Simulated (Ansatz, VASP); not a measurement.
# One calculation of Se, two programs

```
Se
1.0
     4.89488    0.00000    0.00000
     0.00000    4.89488    0.00000
     0.00000    0.00000    4.89488
Se
4
Direct
  0.00000 0.50000 0.50000
  0.50000 0.00000 0.50000
  0.50000 0.50000 0.00000
  0.50000 0.50000 0.50000
```

Alike in both runs: task single point; functional PBE; k mesh 4 × 4 × 4; occupations gaussian, width 0.1 eV; no spin polarisation.

```csv
,VASP,Ansatz
version,VASP 6.6.1,Ansatz 0.2.0
potentials or method,"VASP PAW PBE potentials, release 64 (Se), cutoff 520 eV","scalar-relativistic, plane waves, PAW"
valence electrons in the cell,24,64
```

```tsv
	VASP	Ansatz	Ansatz less VASP
gap on the k mesh at the Fermi level (eV)	none	none	-
pressure (GPa)	8.1	8.0	-0.10
```

A gap of «none» marks a metal or a gap that the smearing closes. VASP's potentials hold 24 valence electrons a cell and Ansatz's 64, so a difference there can come from the potentials and not from the codes.
